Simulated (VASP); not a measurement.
# Si2Ru2N (P4/mmm) in VASP: a series of runs

Si2Ru2N is run at these levels: PBE; tasks: single point.

Program: VASP 6.6.1. These are calculated values, not measurements. Logs are shortened: lines on timing, memory, paths and dates and some standing lists are left out, and cuts for length are marked.

### Step 1. The cell of the first run

Symmetry: P4/mmm, No. 123, tetragonal system. Conventional cell: a = 3.348 Å, b = 3.348 Å, c = 6.206 Å, α = 90.00°, β = 90.00°, γ = 90.00°. Within 2.4 Å of Si (site symmetry 4mm) lie 1 N at 1.79 Å. Ru (site symmetry 4mm) has 4 Si at 2.42 Å and 1 Ru at 2.60 Å and 4 N at 2.70 Å within 3.2 Å. Within 2.4 Å of N (site symmetry 4/mmm) lie 2 Si at 1.79 Å.

### Step 2. Single point, PBE

INCAR

```
SYSTEM = Si2Ru2N
  PREC = Accurate
  ENCUT = 520
  EDIFF = 1E-6
  ISMEAR = 0
  SIGMA = 0.1
  LREAL = .FALSE.
  LASPH = .TRUE.
  NELM = 100
  ALGO = Normal
  ISIF = 2
  LWAVE = .FALSE.
  LCHARG = .TRUE.
  GGA = PE
  LELF = .TRUE.
  LVHAR = .TRUE.
  NBANDS = 28
```

KPOINTS

```
Automatic mesh
0
G
  12 12 6
  0 0 0
```

POSCAR

```
Si2Ru2N
1.0
    3.3483372897      0.0000000000      0.0000000000
    0.0000000000      3.3483372897      0.0000000000
    0.0000000000      0.0000000000      6.2064007668
Si Ru N
2 2 1
Direct
    0.0000000000      0.0000000000      0.2891532026
    0.0000000000      0.0000000000      0.7108467974
    0.5000000000      0.5000000000      0.2097812606
    0.5000000000      0.5000000000      0.7902187394
    0.0000000000      0.0000000000      0.0000000000
```

Potentials or basis: VASP PAW PBE potentials, release 64 (Si, Ru_pv, N).

The run is started by

```bash
cat potpaw_PBE.64/Si/POTCAR potpaw_PBE.64/Ru_pv/POTCAR potpaw_PBE.64/N/POTCAR > POTCAR
mpirun -np 1 vasp_std > vasp.out
```

OUTCAR:

```text
SYSTEM = Si2Ru2N
   PREC = Accurate
   ENCUT = 520
   EDIFF = 1E-6
   ISMEAR = 0
   LREAL = .FALSE.
   LASPH = .TRUE.
   NELM = 100
   ISIF = 2
   GGA = PE

 ion  position               nearest neighbor table
   1  0.000  0.000  0.289-   5 1.79   3 2.42   3 2.42   3 2.42   3 2.42   2 2.62
   2  0.000  0.000  0.711-   5 1.79   4 2.42   4 2.42   4 2.42   4 2.42   1 2.62
   3  0.500  0.500  0.210-   1 2.42   1 2.42   1 2.42   1 2.42   4 2.60
   4  0.500  0.500  0.790-   2 2.42   2 2.42   2 2.42   2 2.42   3 2.60
   5  0.000  0.000  0.000-   1 1.79   2 1.79

  LATTYP: Found a simple tetragonal cell.
 ALAT       =     3.3483372897
 C/A-ratio  =     1.8535769338

  Lattice vectors:

 A1 = (   3.3483372897,   0.0000000000,   0.0000000000)
 A2 = (   0.0000000000,   3.3483372897,   0.0000000000)
 A3 = (   0.0000000000,   0.0000000000,   6.2064007668)

Analysis of symmetry for initial positions (statically):
=====================================================================
 Subroutine PRICEL returns:
 Original cell was already a primitive cell.

 Routine SETGRP: Setting up the symmetry group for a
 simple tetragonal supercell.

 Subroutine GETGRP returns: Found 16 space group operations
 (whereof 16 operations were pure point group operations)
 out of a pool of 16 trial point group operations.

The static configuration has the point symmetry D_4h.

Analysis of symmetry for dynamics (positions and initial velocities):
=====================================================================
 Subroutine PRICEL returns:
 Original cell was already a primitive cell.

 Routine SETGRP: Setting up the symmetry group for a
 simple tetragonal supercell.

 Subroutine GETGRP returns: Found 16 space group operations
 (whereof 16 operations were pure point group operations)
 out of a pool of 16 trial point group operations.

The dynamic configuration has the point symmetry D_4h.

 Subroutine INISYM returns: Found 16 space group operations
 (whereof 16 operations are pure point group operations),
 and found     1 'primitive' translations

----------------------------------------------------------------------------------------

                                     Primitive cell

  volume of cell :      69.5822

  direct lattice vectors                    reciprocal lattice vectors
     3.348337290  0.000000000  0.000000000     0.298655695  0.000000000  0.000000000
     0.000000000  3.348337290  0.000000000     0.000000000  0.298655695  0.000000000
     0.000000000  0.000000000  6.206400767     0.000000000  0.000000000  0.161123981

  length of vectors
     3.348337290  3.348337290  6.206400767     0.298655695  0.298655695  0.161123981

  position of ions in fractional coordinates (direct lattice)
     0.000000000  0.000000000  0.289153203
     0.000000000  0.000000000  0.710846797
     0.500000000  0.500000000  0.209781261
     0.500000000  0.500000000  0.790218739
     0.000000000  0.000000000  0.000000000

  ion indices of the primitive-cell ions
   primitive index   ion index
                 1           1
                 2           2
                 3           3
                 4           4
                 5           5

----------------------------------------------------------------------------------------

 KPOINTS: Automatic mesh

Automatic generation of k-mesh.
 Grid dimensions read from file:
 generate k-points for:   12   12    6

 Generating k-lattice:

  Cartesian coordinates                     Fractional coordinates (reciprocal lattice)
     0.024887975  0.000000000  0.000000000     0.083333333  0.000000000  0.000000000
     0.000000000  0.024887975  0.000000000     0.000000000  0.083333333  0.000000000
     0.000000000  0.000000000  0.026853997     0.000000000  0.000000000  0.166666667

  Length of vectors
     0.024887975  0.024887975  0.026853997

  Shift w.r.t. Gamma in fractional coordinates (k-lattice)
     0.000000000  0.000000000  0.000000000

 Subroutine IBZKPT returns following result:
 ===========================================

 Found    112 irreducible k-points:

 Following reciprocal coordinates:
            Coordinates               Weight
  0.000000  0.000000  0.000000      1.000000
  0.083333  0.000000  0.000000      4.000000
  0.166667  0.000000  0.000000      4.000000
  0.250000  0.000000  0.000000      4.000000
  0.333333  0.000000  0.000000      4.000000
  0.416667  0.000000  0.000000      4.000000
[... 16 lines left out ...]
  0.333333  0.333333  0.000000      4.000000
  0.416667  0.333333  0.000000      8.000000
 [... further k-points ...]
   k-points           NKPTS =    112   k-points in BZ     NKDIM =    112   number of bands    NBANDS=     28
   number of dos      NEDOS =    301   number of ions     NIONS =      5
   total plane-waves  NPLWV =  37632
   dimension x,y,z NGX =    28 NGY =   28 NGZ =   48
   dimension x,y,z NGXF=    56 NGYF=   56 NGZF=   96
   ions per type =               2   2   1
   NGX,Y,Z   is equivalent  to a cutoff of  13.90, 13.90, 12.86 a.u.
   NGXF,Y,Z  is equivalent  to a cutoff of  27.80, 27.80, 25.71 a.u.
 SYSTEM =  Si2Ru2N
   PREC   = accura    normal or accurate (medium, high low for compatibility)
   ISTART =      0    job   : 0-new  1-cont  2-samecut
   ICHARG =      2    charge: 1-file 2-atom 10-const
   ISPIN  =      1    spin polarized calculation?
   LNONCOLLINEAR =      F non collinear calculations
   LSORBIT =      F    spin-orbit coupling
   LASPH  =      T    aspherical Exc in radial PAW
   ENCUT  =  520.0 eV  38.22 Ry    6.18 a.u.   6.23  6.23 11.54*2*pi/ulx,y,z
   NELM   =    100;   NELMIN=  2; NELMDL= -5     # of ELM steps
   EDIFF  = 0.1E-05   stopping-criterion for ELM
   LREAL  =      F    real-space projection
   EDIFFG = 0.1E-04   stopping-criterion for IOM
   NSW    =      0    number of steps for IOM
   IBRION =     -1    ionic relax: 0-MD 1-quasi-New 2-CG
   NFREE  =      0    steps in history (QN), initial steepest desc. (CG)
   ISIF   =      2    stress and relaxation
   ISYM   =      2    0-nonsym 1-usesym 2-fastsym
   POTIM  = 0.5000    time-step for ionic-motion
   TEBEG  =    0.0;   TEEND  =   0.0 temperature during run
   PSTRESS=    0.0 pullay stress
   NELECT =      41.0000    total number of electrons
   NUPDOWN=      -1.0000    fix difference up-down
   EMIN   =  10.00;   EMAX   =-10.00  energy-range for DOS
   EFERMI =   0.00;   METHOD = LEGACY
   ISMEAR =     0;   SIGMA  =   0.10  broadening in eV -4-tet -1-fermi 0-gaus
   EFERMI_NEDOS =   21; number of points for ismear=-14 and -15
   IALGO  =     38    algorithm
   IMIX   =      4    mixing-type and parameters
     AMIX     =   0.40;   BMIX     =  1.00
     AMIX_MAG =   1.60;   BMIX_MAG =  1.00
  volume/ion in A,a.u.               =      13.92        93.91
  Fermi-wavevector in a.u.,A,eV,Ry     =   1.372472  2.593595 25.629000  1.883678
  Thomas-Fermi vector in A             =   2.498076
   LORBIT       =      0    0 simple, 1 ext, 2 COOP (PROOUT), +10 PAW based schemes
   GGA     = PE    functional components
   LHFCALC =     F    Hartree Fock is set to
   AEXX    =    0.0000 exact exchange contribution
   IVDW    =     0    specifies the selected vdW correction
   LEPSILON=     F    determine dielectric tensor
   LRPA    =     F    only Hartree local field effects (RPA)
 non-spin polarized calculation
 Gauss-broadening in eV      SIGMA  =   0.10
  energy-cutoff  :      520.00
  volume of cell :       69.58
 maximum number of plane-waves:      1896
 NGX is ok and might be reduce to    28
   NGX = 13   NGY = 13   NGZ = 23

 number of electron      41.0000006 magnetization

 Free energy of the ion-electron system (eV)
  ---------------------------------------------------
  ext. energy  EPLUGINS =         0.00000000
  ---------------------------------------------------
  free energy    TOTEN  =       -34.50113042 eV

  energy without entropy =      -34.46299459  energy(sigma->0) =      -34.48206250

 E-fermi :   8.9347     XC(G=0): -11.8695

 val. band max:        8.9340982391   @ k =   0.4167   0.0000   0.0000
 cond. band min:       8.9367349825   @ k =   0.3333   0.2500   0.0000
 fundamental gap:      0.0026367434
 Fermi energy:         8.9346661529

 k-point     1 :       0.0000    0.0000    0.0000
  band No.  band energies     occupation
      1     -33.3044      2.00000
      2     -33.2618      2.00000
      3     -33.2618      2.00000
      4     -33.2224      2.00000
      5     -33.2224      2.00000
      6     -32.9228      2.00000
[... 20 lines left out ...]
     27      13.1751      0.00000
     28      15.1487      0.00000

 k-point     2 :       0.0833    0.0000    0.0000
  band No.  band energies     occupation
      1     -33.3039      2.00000
      2     -33.2665      2.00000
      3     -33.2614      2.00000
      4     -33.2269      2.00000
      5     -33.2221      2.00000
      6     -32.9225      2.00000
[... 20 lines left out ...]
     27      13.1822      0.00000
     28      15.4120      0.00000

 k-point     3 :       0.1667    0.0000    0.0000
  band No.  band energies     occupation
      1     -33.3026      2.00000
      2     -33.2793      2.00000
      3     -33.2603      2.00000
      4     -33.2389      2.00000
      5     -33.2211      2.00000
      6     -32.9217      2.00000
[... 20 lines left out ...]
     27      13.6010      0.00000
     28      15.6136      0.00000

 k-point     4 :       0.2500    0.0000    0.0000
  band No.  band energies     occupation
      1     -33.3009      2.00000
      2     -33.2967      2.00000
      3     -33.2588      2.00000
      4     -33.2553      2.00000
      5     -33.2197      2.00000
      6     -32.9205      2.00000
[... 20 lines left out ...]
     27      14.7044      0.00000
     28      15.5380      0.00000

 k-point     5 :       0.3333    0.0000    0.0000
  band No.  band energies     occupation
      1     -33.3141      2.00000
      2     -33.2991      2.00000
      3     -33.2716      2.00000
      4     -33.2572      2.00000
      5     -33.2183      2.00000
      6     -32.9193      2.00000
[... 20 lines left out ...]
     27      15.3245      0.00000
     28      15.9564      0.00000

 k-point     6 :       0.4167    0.0000    0.0000
  band No.  band energies     occupation
      1     -33.3268      2.00000
      2     -33.2979      2.00000
      3     -33.2835      2.00000
      4     -33.2561      2.00000
      5     -33.2173      2.00000
      6     -32.9185      2.00000
[... 463 lines left out ...]
      5     -33.2483      2.00000
      6     -32.9163      2.00000
[... 20 lines left out ...]
     27      14.2002      0.00000
     28      14.2391      0.00000

 k-point    22 :       0.5000    0.2500    0.0000
  band No.  band energies     occupation
      1     -33.3262      2.00000
      2     -33.2943      2.00000
      3     -33.2884      2.00000
      4     -33.2832      2.00000
      5     -33.2478      2.00000
      6     -32.9160      2.00000
[... 20 lines left out ...]
     27      14.3917      0.00000
     28      14.5871      0.00000

 k-point    23 :       0.3333    0.3333    0.0000
  band No.  band energies     occupation
      1     -33.3079      2.00000
      2     -33.3062      2.00000
      3     -33.2943      2.00000
      4     -33.2661      2.00000
      5     -33.2646      2.00000
      6     -32.9160      2.00000
[... 20 lines left out ...]
     27      13.5128      0.00000
     28      13.9427      0.00000

 k-point    24 :       0.4167    0.3333    0.0000
  band No.  band energies     occupation
      1     -33.3192      2.00000
      2     -33.3053      2.00000
      3     -33.2931      2.00000
      4     -33.2767      2.00000
      5     -33.2638      2.00000
      6     -32.9152      2.00000
[... 20 lines left out ...]
     27      13.5096      0.00000
     28      14.4190      0.00000

 [... further k-points ...]

------------------------ aborting loop because EDIFF is reached ----------------------------------------

  FORCE on cell =-STRESS in cart. coord.  units (eV):
  Direction    XX          YY          ZZ          XY          YZ          ZX
  --------------------------------------------------------------------------------------
  -------------------------------------------------------------------------------------
  Total        0.0025045      0.0025045     -0.0613311      0.0000000     -0.0000000      0.0000000
  in kB        0.0576678      0.0576678     -1.4121900      0.0000000     -0.0000000      0.0000000
  external PRESSURE =      -0.4322848 kB  Pullay stress =       0.0000000 kB

 VOLUME and BASIS-vectors are now :
 -----------------------------------------------------------------------------
  energy-cutoff  :      520.00
  volume of cell :       69.58
      direct lattice vectors                 reciprocal lattice vectors
     3.348337290  0.000000000  0.000000000     0.298655695  0.000000000  0.000000000
     0.000000000  3.348337290  0.000000000     0.000000000  0.298655695  0.000000000
     0.000000000  0.000000000  6.206400767     0.000000000  0.000000000  0.161123981

 POSITION                                       TOTAL-FORCE (eV/Angst)
 -----------------------------------------------------------------------------------
      0.00000      0.00000      1.79460         0.000000     -0.000000      0.006232
      0.00000      0.00000      4.41180         0.000000     -0.000000     -0.006232
      1.67417      1.67417      1.30199        -0.000000      0.000000     -0.004334
      1.67417      1.67417      4.90441         0.000000     -0.000000      0.004334
      0.00000      0.00000      0.00000         0.000000     -0.000000     -0.000000
 -----------------------------------------------------------------------------------
    total drift:                                0.000000      0.000000      0.000000

  FREE ENERGIE OF THE ION-ELECTRON SYSTEM (eV)
  ---------------------------------------------------
  free  energy   TOTEN  =       -34.5011304165 eV

  energy  without entropy=      -34.4629945931  energy(sigma->0) =      -34.48206250
```

Run time: 3.5 min. Hardware: 1 thread of Intel Xeon 6975P-C, shared host; peak memory 0.32 GiB.

Results:

```
Free energy   : -34.5011 eV
Pressure      : 0.0 GPa
Largest force : 0.006 eV/Å
```

Forces in eV/Å, atoms in the order of the input:
```
Si   0.000  0.000  0.006
Si   0.000  0.000 -0.006
Ru   0.000  0.000 -0.004
Ru   0.000  0.000  0.004
N    0.000  0.000  0.000
```

### Step 3. Single point, PBE, collinear spin, ferromagnetic start

This run uses another cell than the first one, of 13.87 Å³/atom, 0.997 times its volume.

INCAR

```
SYSTEM = Si2Ru2N
  PREC = Accurate
  ENCUT = 520
  EDIFF = 1E-7
  ISMEAR = 0
  SIGMA = 0.1
  LREAL = .False.
  LASPH = .True.
  NELM = 150
  ALGO = Normal
  ISIF = 2
  LWAVE = .False.
  LCHARG = .True.
  ISPIN = 2
  MAGMOM = 0 0 1 1 0
  LORBIT = 11
  LMAXMIX = 4
  GGA = PE
  LELF = .True.
  LVHAR = .True.
  NBANDS = 32
```

KPOINTS

```
regular mesh
0
Gamma
  6 6 4
  0 0 0
```

POSCAR

```
Si2Ru2N
1.0
    3.3453189347      0.0000000000      0.0000000000
    0.0000000000      3.3453189347      0.0000000000
    0.0000000000      0.0000000000      6.1965851354
Si Ru N
2 2 1
Direct
    0.0000000000      0.0000000000      0.2908151191
    0.0000000000      0.0000000000      0.7091848809
    0.5000000000      0.5000000000      0.2095258601
    0.5000000000      0.5000000000      0.7904741399
    0.0000000000      0.0000000000      0.0000000000
```

Potentials or basis: VASP PAW PBE potentials, release 64 (Si, Ru_pv, N).

The run is started by

```bash
cat potpaw_PBE.64/Si/POTCAR potpaw_PBE.64/Ru_pv/POTCAR potpaw_PBE.64/N/POTCAR > POTCAR
mpirun -np 1 vasp_std > vasp.out
```

Wall time 2.8 min (1 thread of Intel Xeon 6975P-C, shared host); peak memory 0.28 GiB.

Results (log left out):

```yaml
Free_energy: -34.5190 eV
Pressure: 0.2 GPa
Largest_force: 0.006 eV/Å
Net_moment: 0.79 μB per cell
Site_moments: Si -0.01; Ru +0.37; N +0.04 μB
Valence_electrons_inside_the_program's_atomic_spheres: Si 1.63; Ru 12.70; N 3.65
```

Forces in eV/Å, atoms in the order of the input:
```
Si   0.000  0.000  0.006
Si   0.000  0.000 -0.006
Ru   0.000  0.000 -0.003
Ru   0.000  0.000  0.003
N    0.000  0.000  0.000
```

Stress tensor (GPa, compression positive):
```
 0.33  0.00  0.00
 0.00  0.33  0.00
 0.00  0.00 -0.11
```

Levels at points of the mesh, in eV from the Fermi level:
Spin up:
```csv
k point,band 17,band 18,band 19,band 20,band 21,band 22,band 23,band 24,band 25,band 26
"(0.00, 0.00, 0.00)",-1.55,-1.55,-1.51,-0.44,-0.44,0.15,0.93,3.60,3.60,4.20
"(0.50, 0.00, 0.00)",-1.73,-1.16,-0.31,-0.13,-0.11,0.04,2.16,2.17,2.23,6.12
"(0.50, 0.50, 0.00)",-1.74,-0.95,-0.20,-0.02,0.41,0.70,0.70,1.66,2.76,2.76
"(0.00, 0.00, 0.50)",-1.55,-1.07,-1.07,-1.03,-1.03,-0.80,2.87,2.87,3.42,3.69
"(0.50, 0.00, 0.50)",-1.32,-0.87,-0.72,-0.42,0.03,0.04,0.52,1.33,4.51,6.41
"(0.50, 0.50, 0.50)",-2.12,-0.23,-0.19,-0.03,-0.02,0.64,0.64,2.12,2.47,3.53
```
Spin down:
```csv
k point,band 16,band 17,band 18,band 19,band 20,band 21,band 22,band 23,band 24,band 25
"(0.00, 0.00, 0.00)",-1.62,-1.40,-1.40,-1.34,-0.22,-0.22,0.21,1.15,3.63,3.63
"(0.50, 0.00, 0.00)",-2.41,-1.52,-0.98,0.01,0.06,0.11,0.41,2.19,2.31,2.44
"(0.50, 0.50, 0.00)",-2.12,-1.65,-0.85,0.25,0.43,0.66,0.84,0.84,1.81,2.90
"(0.00, 0.00, 0.50)",-1.59,-1.38,-0.89,-0.89,-0.86,-0.86,-0.62,2.92,2.92,3.50
"(0.50, 0.00, 0.50)",-1.32,-1.14,-0.57,-0.56,-0.19,0.17,0.42,0.71,1.50,4.56
"(0.50, 0.50, 0.50)",-2.46,-1.93,0.01,0.12,0.26,0.42,0.79,0.79,2.24,2.60
```
